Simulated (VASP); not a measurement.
# As2I (R-3m) in VASP: notebook

As2I is run at these levels: PBE; tasks: single point, relaxation of cell and atoms.

Everything below comes from runs of VASP 6.6.1. Logs are shortened: lines on timing, memory, paths and dates and some standing lists are left out, and cuts for length are marked.

## (1) The cell of the first run

Symmetry: R-3m, No. 166, trigonal system. Conventional cell: a = 3.632 Å, b = 3.632 Å, c = 23.130 Å, α = 90.00°, β = 90.00°, γ = 120.00°. Within 3.3 Å of As (site symmetry 3m) lie 3 As at 2.51 Å. Within 4.8 Å of I (site symmetry -3m) lie 6 I at 3.63 Å and 8 As at 3.80 to 4.54 Å.

## (2) Single point, PBE

File INCAR:

```
ALGO = Normal
EDIFF = 1E-7
ENCUT = 520
GGA = PE
ISIF = 2
ISMEAR = 0
LASPH = T
LCHARG = F
LREAL = F
LWAVE = F
NBANDS = 16
NELM = 80
PREC = Accurate
SIGMA = 0.1
```

File KPOINTS:

```
k-points
0
Gamma
  12 12 12
```

File POSCAR:

```
As2I
1.0
    1.8161824086      1.0485734025      7.7099206288
   -1.8161824086      1.0485734025      7.7099206288
    0.0000000000     -2.0971468050      7.7099206288
As I
2 1
Direct
    0.8036754823      0.8036754823      0.8036754823
    0.1963245177      0.1963245177      0.1963245177
    0.0000000000      0.0000000000      0.0000000000
```

Potentials or basis: VASP PAW PBE potentials, release 64 (As, I).

Launch:

```
> cat potpaw_PBE.64/As/POTCAR potpaw_PBE.64/I/POTCAR > POTCAR
> mpirun -np 1 vasp_std > vasp.out
```

OUTCAR:

```text
EDIFF = 1E-7
   ENCUT = 520
   GGA = PE
   ISIF = 2
   ISMEAR = 0
   LASPH = T
   LREAL = F
   NELM = 80
   PREC = Accurate

 ion  position               nearest neighbor table
   1  0.804  0.804  0.804-   2 2.51   2 2.51   2 2.51
   2  0.196  0.196  0.196-   1 2.51   1 2.51   1 2.51
   3  0.000  0.000  0.000-

  LATTYP: Found a trigonal (rhomboedric) cell.
 ALAT       =     7.9900501140
 COS(alpha) =     0.8966644111

  Lattice vectors:

 A1 = (   1.8161824086,   1.0485734025,   7.7099206288)
 A2 = (  -1.8161824086,   1.0485734025,   7.7099206288)
 A3 = (   0.0000000000,  -2.0971468050,   7.7099206288)

Analysis of symmetry for initial positions (statically):
=====================================================================
 Subroutine PRICEL returns:
 Original cell was already a primitive cell.

 Routine SETGRP: Setting up the symmetry group for a
 trigonal (rhombohedral) supercell.

 Subroutine GETGRP returns: Found 12 space group operations
 (whereof 12 operations were pure point group operations)
 out of a pool of 12 trial point group operations.

The static configuration has the point symmetry D_3d.

Analysis of symmetry for dynamics (positions and initial velocities):
=====================================================================
 Subroutine PRICEL returns:
 Original cell was already a primitive cell.

 Routine SETGRP: Setting up the symmetry group for a
 trigonal (rhombohedral) supercell.

 Subroutine GETGRP returns: Found 12 space group operations
 (whereof 12 operations were pure point group operations)
 out of a pool of 12 trial point group operations.

The dynamic configuration has the point symmetry D_3d.

 Subroutine INISYM returns: Found 12 space group operations
 (whereof 12 operations are pure point group operations),
 and found     1 'primitive' translations

----------------------------------------------------------------------------------------

                                     Primitive cell

  volume of cell :      88.0967

  direct lattice vectors                    reciprocal lattice vectors
     1.816182409  1.048573402  7.709920629     0.275302744  0.158946113  0.043234340
    -1.816182409  1.048573402  7.709920629    -0.275302744  0.158946113  0.043234340
     0.000000000 -2.097146805  7.709920629     0.000000000 -0.317892226  0.043234340

[... 83 lines left out ...]
   ENCUT  =  520.0 eV  38.22 Ry    6.18 a.u.  14.86 14.86 14.86*2*pi/ulx,y,z
   NELM   =     80;   NELMIN=  2; NELMDL= -5     # of ELM steps
   EDIFF  = 0.1E-06   stopping-criterion for ELM
   LREAL  =      F    real-space projection
   EDIFFG = 0.1E-05   stopping-criterion for IOM
   NSW    =      0    number of steps for IOM
   IBRION =     -1    ionic relax: 0-MD 1-quasi-New 2-CG
   NFREE  =      0    steps in history (QN), initial steepest desc. (CG)
   ISIF   =      2    stress and relaxation
   ISYM   =      2    0-nonsym 1-usesym 2-fastsym
   POTIM  = 0.5000    time-step for ionic-motion
   TEBEG  =    0.0;   TEEND  =   0.0 temperature during run
   PSTRESS=    0.0 pullay stress
   NELECT =      17.0000    total number of electrons
   NUPDOWN=      -1.0000    fix difference up-down
   EMIN   =  10.00;   EMAX   =-10.00  energy-range for DOS
   EFERMI =   0.00;   METHOD = LEGACY
   ISMEAR =     0;   SIGMA  =   0.10  broadening in eV -4-tet -1-fermi 0-gaus
   EFERMI_NEDOS =   21; number of points for ismear=-14 and -15
   IALGO  =     38    algorithm
   IMIX   =      4    mixing-type and parameters
     AMIX     =   0.40;   BMIX     =  1.00
     AMIX_MAG =   1.60;   BMIX_MAG =  1.00
  volume/ion in A,a.u.               =      29.37       198.17
  Fermi-wavevector in a.u.,A,eV,Ry     =   0.946029  1.787736 12.176829  0.894972
  Thomas-Fermi vector in A             =   2.073988
   LORBIT       =      0    0 simple, 1 ext, 2 COOP (PROOUT), +10 PAW based schemes
   GGA     = PE    functional components
   LHFCALC =     F    Hartree Fock is set to
   AEXX    =    0.0000 exact exchange contribution
   IVDW    =     0    specifies the selected vdW correction
   LEPSILON=     F    determine dielectric tensor
   LRPA    =     F    only Hartree local field effects (RPA)
 non-spin polarized calculation
 Gauss-broadening in eV      SIGMA  =   0.10
  energy-cutoff  :      520.00
  volume of cell :       88.10
 maximum number of plane-waves:      2390
   NGX = 29   NGY = 29   NGZ = 29

 number of electron      16.9999999 magnetization

 Free energy of the ion-electron system (eV)
  ---------------------------------------------------
  ext. energy  EPLUGINS =         0.00000000
  ---------------------------------------------------
  free energy    TOTEN  =       -10.60515831 eV

  energy without entropy =      -10.59643583  energy(sigma->0) =      -10.60079707

 E-fermi :   3.4713     XC(G=0):  -8.9774

 val. band max:        3.4710378560   @ k =   0.3333   0.1667   0.0833
 cond. band min:       3.4789707703   @ k =  -0.4167  -0.4167   0.2500
 fundamental gap:      0.0079329143
 Fermi energy:         3.4713436957

 k-point     1 :       0.0000    0.0000    0.0000
  band No.  band energies     occupation
      1     -10.4043      2.00000
      2      -9.1156      2.00000
      3      -4.2096      2.00000
      4       1.2902      2.00000
      5       2.8448      2.00000
      6       2.9384      2.00000
[... 433 lines left out ...]
      3      -6.2058      2.00000
      4      -0.7280      2.00000
      5      -0.2710      2.00000
      6       0.6133      2.00000
[... 8 lines left out ...]
     15      11.5673      0.00000
     16      11.8881      0.00000

 [... further k-points ...]

------------------------ aborting loop because EDIFF is reached ----------------------------------------

  FORCE on cell =-STRESS in cart. coord.  units (eV):
  Direction    XX          YY          ZZ          XY          YZ          ZX
  --------------------------------------------------------------------------------------
  -------------------------------------------------------------------------------------
  Total        0.0864261      0.0864261      0.1226143      0.0000000      0.0000000      0.0000000
  in kB        1.5717947      1.5717947      2.2299356      0.0000000      0.0000000      0.0000000
  external PRESSURE =       1.7911750 kB  Pullay stress =       0.0000000 kB

 VOLUME and BASIS-vectors are now :
 -----------------------------------------------------------------------------
  energy-cutoff  :      520.00
  volume of cell :       88.10
      direct lattice vectors                 reciprocal lattice vectors
     1.816182409  1.048573402  7.709920629     0.275302744  0.158946113  0.043234340
    -1.816182409  1.048573402  7.709920629    -0.275302744  0.158946113  0.043234340
     0.000000000 -2.097146805  7.709920629     0.000000000 -0.317892226  0.043234340

 POSITION                                       TOTAL-FORCE (eV/Angst)
 -----------------------------------------------------------------------------------
      0.00000      0.00000     18.58882         0.000000      0.000000     -0.087057
      0.00000      0.00000      4.54094         0.000000     -0.000000      0.087057
      0.00000      0.00000      0.00000         0.000000      0.000000     -0.000000
 -----------------------------------------------------------------------------------
    total drift:                                0.000000      0.000000      0.000000

  FREE ENERGIE OF THE ION-ELECTRON SYSTEM (eV)
  ---------------------------------------------------
  free  energy   TOTEN  =       -10.6051583113 eV

  energy  without entropy=      -10.5964358305  energy(sigma->0) =      -10.60079707
```

Run time: 11 min. Hardware: 1 thread of Intel Xeon Platinum 8488C (Sapphire Rapids), shared host; peak memory 0.65 GiB.

What came out:

| Quantity | Value |
| --- | --- |
| Free energy | -10.6052 eV |
| Pressure | 0.2 GPa |
| Largest force | 0.087 eV/Å |
| Band gap on the k mesh | zero (an odd number of electrons rules out a gap without spin polarisation) |

Forces on the atoms (eV/Å):
```
As   0.000  0.000 -0.087
As   0.000  0.000  0.087
I    0.000  0.000  0.000
```

Caveat: spin-orbit coupling is left out, which moves the levels of the heavy elements; an odd number of electrons without spin polarisation forces a metal; a magnetic or distorted state may lie lower.

## (3) Relaxation of cell and atoms, PBE

This run uses another cell than the first one, of 28.94 Å³/atom.

File INCAR:

```
PREC = Accurate ; ENCUT = 600
EDIFF = 1E-6 ; ISMEAR = 0
SIGMA = 0.1 ; LREAL = F
LASPH = T ; NELM = 60
ALGO = Normal ; ISIF = 3
LWAVE = F ; LCHARG = F
GGA = PE ; IBRION = 2
NSW = 100 ; EDIFFG = -0.01
```

File KPOINTS:

```
Automatic mesh
0
Gamma
  12 12 12
```

File POSCAR:

```
As2I
1.0
    1.8278750399      1.0553241463      7.5005445972
   -1.8278750399      1.0553241463      7.5005445972
    0.0000000000     -2.1106482927      7.5005445972
As I
2 1
Direct
    0.8030478456      0.8030478456      0.8030478456
    0.1969521544      0.1969521544      0.1969521544
    0.0000000000      0.0000000000      0.0000000000
```

Potentials or basis: VASP PAW PBE potentials, release 64 (As, I).

Launch:

```
> cat potpaw_PBE.64/As/POTCAR potpaw_PBE.64/I/POTCAR > POTCAR
> mpirun -np 1 vasp_std > vasp.out
```

Run time: 47 min. Hardware: 1 thread of Intel Xeon Platinum 8488C (Sapphire Rapids), shared host; peak memory 0.82 GiB.

Results (log left out):

```yaml
Free_energy: -10.6054 eV
Relaxed_volume: 29.40 Å³/atom
Relaxed_cell: a = 7.980 Å, b = 7.980 Å, c = 7.980 Å, α = 26.35°, β = 26.35°, γ = 26.35°
Space_group_after_relaxing_to_0.1_Å: R-3m (No. 166)
Energy_gained_by_relaxing: 1.6 meV/atom
Ionic_steps: 10
Pressure_after_relaxing: 0.0 GPa
Band_gap_on_the_k_mesh: zero (an odd number of electrons rules out a gap without spin polarisation)
```

The path:
```
step  energy change (eV)  largest force (eV/Å)  pressure (GPa)  volume (Å³)
   1              0.0000                0.0979            0.15        86.81
   2             -0.0020                0.0914           -0.15        87.16
   3             -0.0020                0.0966           -0.16        87.17
   4             -0.0033                0.0678            0.06        86.97
   5             -0.0035                0.0508            0.18        86.86
   6             -0.0042                0.0282            0.13        87.25
   7             -0.0047                0.0432           -0.02        88.42
   8             -0.0048                0.0245            0.02        88.11
   9             -0.0048                0.0280           -0.08        88.32
  10             -0.0048                0.0018           -0.03        88.21
```

Final structure:
```cif
data_structure
_symmetry_space_group_name_H-M 'P 1'
_symmetry_Int_Tables_number 1
_cell_length_a 7.9804
_cell_length_b 7.9804
_cell_length_c 7.9804
_cell_angle_alpha 26.346
_cell_angle_beta 26.346
_cell_angle_gamma 26.346
_cell_volume 88.21
loop_
_atom_site_label
_atom_site_type_symbol
_atom_site_fract_x
_atom_site_fract_y
_atom_site_fract_z
_atom_site_occupancy
As1 As 0.80350 0.80350 0.80350 1
As2 As 0.19650 0.19650 0.19650 1
I1 I 0.00000 0.00000 0.00000 1
```

Levels at points of the mesh, in eV from the Fermi level:
```csv
k point,band 5,band 6,band 7,band 8,band 9,band 10,band 11,band 12
"(0.00, 0.00, 0.00)",-0.62,-0.51,-0.51,0.90,0.90,2.00,3.03,3.03
"(0.50, 0.00, 0.00)",-3.54,-2.32,-2.02,-0.91,-0.31,1.71,2.78,4.19
"(0.50, 0.50, 0.00)",-3.72,-2.34,-1.75,-1.29,-0.24,1.37,3.72,4.00
"(0.50, 0.50, 0.50)",-0.52,-0.52,0.93,0.93,1.07,1.46,3.02,3.02
```

Caveat: spin-orbit coupling is left out, which moves the levels of the heavy elements; an odd number of electrons without spin polarisation forces a metal; a magnetic or distorted state may lie lower.
